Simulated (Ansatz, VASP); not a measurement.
**Two plane-wave programs on AlSi48H25C3**

```
Si H Al C
1.0
     7.68059    7.68059    0.00000
    -7.68059    7.68059    0.00000
     0.00000    0.00000   23.42765
Si H Al C
48 25 1 3
Cartesian
  2.9972 7.6481 9.5473
  1.0639 11.4915 9.6194
  -6.7464 7.7145 9.5464
  0.8280 3.8351 10.1233
  3.3072 11.5454 10.2967
  -4.4265 7.6833 9.9985
  3.2671 3.7662 10.4014
  0.7464 7.6482 10.0130
  3.7643 9.7293 8.8321
  0.0552 13.4202 8.7686
  0.0911 2.0340 8.7774
  0.1210 5.7124 8.8511
  -3.9227 5.6906 8.8369
  -3.9692 9.7038 8.8431
  3.7444 5.5508 8.8961
  0.0669 9.5300 8.8272
  -1.9256 1.9332 7.5636
  -5.6904 5.7806 7.3075
  1.9583 1.9311 7.3117
  1.9241 5.7418 7.3739
  -1.9007 5.7467 7.6172
  -1.9558 9.6094 7.6012
  5.7031 5.7342 7.5697
  1.9338 9.6123 7.3400
  5.7386 7.6729 6.1959
  1.9296 11.5316 6.0129
  -5.7639 7.6978 6.0069
  1.9271 3.8510 6.0086
  -1.9092 3.8516 6.1789
  -1.9257 7.6759 6.2155
  -1.9085 11.5081 6.1757
  1.8983 7.6637 6.0583
  3.8451 7.6801 4.7579
  -0.0238 11.5217 4.7394
  -0.0481 -0.0015 4.7515
  -0.0247 3.8439 4.7390
  -3.7975 3.8455 4.7386
  -3.8034 7.6806 4.7471
  3.8799 3.8348 4.7367
  -0.0425 7.6780 4.7606
  3.8403 9.6007 3.4089
  0.0000 13.4410 3.4089
  0.0000 1.9201 3.4089
  0.0000 5.7604 3.4089
  -3.8403 5.7604 3.4089
  -3.8403 9.6007 3.4089
  3.8403 5.7604 3.4089
  0.0000 9.6007 3.4089
  5.0174 9.6007 2.5000
  2.6632 9.6007 2.5000
  1.1771 13.4410 2.5000
  -1.1771 13.4410 2.5000
  1.1771 1.9201 2.5000
  -1.1771 1.9201 2.5000
  1.1771 5.7604 2.5000
  -1.1771 5.7604 2.5000
  -2.6632 5.7604 2.5000
  -5.0174 5.7604 2.5000
  -2.6632 9.6007 2.5000
  -5.0174 9.6007 2.5000
  5.0174 5.7604 2.5000
  2.6632 5.7604 2.5000
  1.1771 9.6007 2.5000
  -1.1771 9.6007 2.5000
  -2.1678 6.1152 12.9536
  -1.3174 7.4100 12.1108
  -1.7259 7.5936 13.8358
  -4.8445 8.6554 14.6572
  -6.1374 8.2707 13.4916
  -5.2534 9.7979 13.3548
  0.1627 4.6609 12.3846
  -1.1704 3.7497 11.6267
  0.2068 2.8801 12.3614
  -3.8436 7.9278 12.3771
  -2.0899 7.2118 12.8723
  -5.1443 8.7300 13.6024
  -0.0826 3.7710 11.7895
```

Alike in both runs: task single point; functional PBE; dispersion D3(BJ); k mesh 1 × 1 × 1; occupations gaussian, width 0.03 eV; no spin polarisation.

|  | VASP | Ansatz |
| --- | --- | --- |
| version | VASP 6.6.1 | Ansatz 0.2.0 |
| potentials or method | VASP PAW PBE potentials, release 64 (Si, H, Al, C), cutoff 520 eV | scalar-relativistic, plane waves, PAW |
| valence electrons in the cell | 232 | 232 |

|  | VASP | Ansatz | Ansatz less VASP |
| --- | --- | --- | --- |
| rms of the force components (eV/Å) | 0.091 | 0.089 | -0.0019 |
